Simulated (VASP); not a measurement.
Input of a VASP 6.6.1 run:

The input INCAR:

```
SYSTEM = Ba
PREC = Accurate
ENCUT = 520
EDIFF = 1E-6
ISMEAR = 0
SIGMA = 0.15
LREAL = .FALSE.
LASPH = .TRUE.
NELM = 100
ALGO = Fast
ISIF = 2
LWAVE = .FALSE.
LCHARG = .FALSE.
GGA = PE
NBANDS = 11
```

File KPOINTS:

```
Automatic mesh
0
G
  18 18 18
  0 0 0
```

POSCAR

```
Ba
1.0
   -2.5351922367      2.5100913235      2.5351922367
    2.4849904103     -2.5100913235      2.4849904103
    2.5351922367      2.5100913235     -2.5351922367
Ba
1
Direct
    0.0000000000      0.0000000000      0.0000000000
```

Potentials or basis: VASP PAW PBE potentials, release 64 (Ba_sv).

The run is started by

```console
$ cat potpaw_PBE.64/Ba_sv/POTCAR > POTCAR
$ mpirun -np 1 vasp_std > vasp.out
```

Question: Predict the pressure.

Answer: 0.1 GPa.

Question: What does it give for the band gap on the k mesh?

Answer: Zero (bands 5 and 6 overlap by 0.99 eV).

Stress tensor (GPa, compression positive):
```
0.05 0.00 0.21
0.00 0.06 0.00
0.21 0.00 0.05
```

Caveat: the cell differs from its parent crystal (strain -0.0200 x Voigt [0, 0, 0, 0, 1, 0]); spin-orbit coupling is left out, which moves the levels of the heavy elements.
